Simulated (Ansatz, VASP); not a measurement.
One calculation of TiO2, two programs

Contents of INCAR:

```
SYSTEM = TiO2
PREC     = Accurate       ! precision mode
ENCUT    = 520            ! plane-wave cutoff, eV
EDIFF    = 1E-6           ! SCF threshold, eV
ISMEAR   = 0              ! smearing method
SIGMA    = 0.01           ! smearing width, eV
LREAL    = .False.        ! projectors in reciprocal space
LASPH    = .True.         ! aspherical terms in the spheres
NELM     = 60             ! most SCF steps
ALGO     = Normal         ! electronic algorithm
ISIF     = 2              ! what is computed and relaxed
LWAVE    = .False.        ! write WAVECAR
LCHARG   = .True.         ! write CHGCAR
GGA      = B5             ! functional
ALDAX    = 1.0          
AGGAX    = 1.0          
AGGAC    = 1.0          
ALDAC    = 0.0          
LELF     = .True.         ! ELF
LVHAR    = .True.       
NBANDS   = 33             ! bands
```

KPOINTS

```
regular mesh
0
Gamma
  8 8 8
  0 0 0
```

File POSCAR:

```
TiO2
1.0
   -1.8921000000      1.8921000000      4.7573000000
    1.8921000000     -1.8921000000      4.7573000000
    1.8921000000      1.8921000000     -4.7573000000
Ti O
2 4
Direct
    0.0000000000      0.0000000000      0.0000000000
    0.7500000000      0.2500000000      0.5000000000
    0.2081000000      0.2081000000      0.0000000000
    0.9581000000      0.4581000000      0.5000000000
    0.5419000000      0.0419000000      0.5000000000
    0.7919000000      0.7919000000      0.0000000000
```

Input for Ansatz:

```yaml
crystal:
  lattice:
    - [-1.8921, 1.8921, 4.7573]
    - [1.8921, -1.8921, 4.7573]
    - [1.8921, 1.8921, -4.7573]
  atoms:
    - { symbol: Ti, position: [0.0, 0.0, 0.0] }
    - { symbol: Ti, position: [0.75, 0.25, 0.5] }
    - { symbol: O, position: [0.2081, 0.2081, 0.0] }
    - { symbol: O, position: [0.9581, 0.4581, 0.5] }
    - { symbol: O, position: [0.5419, 0.0419, 0.5] }
    - { symbol: O, position: [0.7919, 0.7919, 0.0] }
basis:
  ecutwfc: 550.0
kpoints:
  mp_grid:
    grid: [8, 8, 8]
hamiltonian:
  xc: blyp
scf:
  convergence:
    dr2_threshold: 1.0e-09
  occupations:
    method: fixed
output:
  stress: true
```

Alike in both runs: task single point; functional BLYP; k mesh 8 × 8 × 8; no spin polarisation.

```csv
,VASP,Ansatz
version,VASP 6.6.1,Ansatz 0.2.0
potentials or method,"VASP PAW PBE potentials, release 64 (Ti_sv, O), cutoff 520 eV","plane waves, PAW"
occupations,"gaussian, width 0.01 eV",fixed
valence electrons in the cell,48,48
```

|  | VASP | Ansatz | Ansatz less VASP |
| --- | --- | --- | --- |
| pressure (GPa) | 11.2 | 10.2 | -1.04 |
| traceless stress, the component that is largest in VASP (GPa) | 1.33 | 1.34 | +0.011 |

VASP's potentials were made for PBE, not for BLYP. Ansatz's warnings: stress scf threshold loose.
